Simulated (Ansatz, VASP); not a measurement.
# WS2: VASP beside Ansatz

```
W S
1.0
     3.20179    0.00000    0.00000
    -1.60090    2.77284    0.00000
     0.00000    0.00000   17.35968
W S
1 2
Direct
  0.33333 0.66667 0.00000
  0.66667 0.33333 0.90714
  0.66667 0.33333 0.09286
```

Change from the starting cell: mode 4 frozen in at +0.000 Å, equal normal strain along x, y and z +0.0250.

Alike in both runs: task single point; functional PBEsol; dispersion D3(BJ); k mesh 12 × 12 × 2; occupations gaussian, width 0.05 eV; no spin polarisation.

|  | VASP | Ansatz |
| --- | --- | --- |
| version | VASP 6.6.1 | Ansatz 0.2.0 |
| potentials or method | VASP PAW PBE potentials, release 64 (W_sv, S), cutoff 520 eV | scalar-relativistic, plane waves, PAW |
| valence electrons in the cell | 26 | 26 |

```csv
,VASP,Ansatz,Ansatz less VASP
gap on the k mesh at the Fermi level (eV),1.85,1.84,-0.004
least direct gap on the mesh (eV),1.85,1.84,-0.004
rms of the force components (eV/Å),0.583,0.592,+0.0090
```

VASP's potentials were made for PBE, not for PBEsol. Atom by atom the forces differ by 0.009 eV/Å (rms over components).

Neither program's run includes spin-orbit coupling.
